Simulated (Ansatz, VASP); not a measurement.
**ZnS: VASP beside Ansatz**

```
Zn S
1.0
     3.83753    0.00000    0.00000
    -1.91877    3.32340    0.00000
     0.00000    0.00000    6.14810
Zn S
2 2
Direct
  0.33333 0.66667 0.50000
  0.66667 0.33333 0.00000
  0.66667 0.33333 0.37901
  0.33333 0.66667 0.87901
```

Alike in both runs: task single point; functional PBEsol; k mesh 6 × 6 × 4; occupations gaussian, width 0.1 eV; no spin polarisation.

|  | VASP | Ansatz |
| --- | --- | --- |
| version | VASP 6.6.1 | Ansatz 0.2.0 |
| potentials or method | VASP PAW PBE potentials, release 64 (Zn, S), cutoff 500 eV | scalar-relativistic, plane waves, PAW |
| valence electrons in the cell | 36 | 36 |

|  | VASP | Ansatz | Ansatz less VASP |
| --- | --- | --- | --- |
| gap on the k mesh at the Fermi level (eV) | 2.10 | 2.10 | -0.005 |
| least direct gap on the mesh (eV) | 2.10 | 2.10 | -0.005 |
| pressure (GPa) | -1.2 | -1.4 | -0.17 |
| traceless stress, the component that is largest in VASP (GPa) | 1.44 | 1.44 | -0.002 |
| rms of the force components (eV/Å) | 0.007 | 0.007 | +0.0002 |

VASP's potentials were made for PBE, not for PBEsol. Atom by atom the forces differ by 0.000 eV/Å (rms over components). With one functional, cell and mesh, what is left measures potentials, basis and numerics.
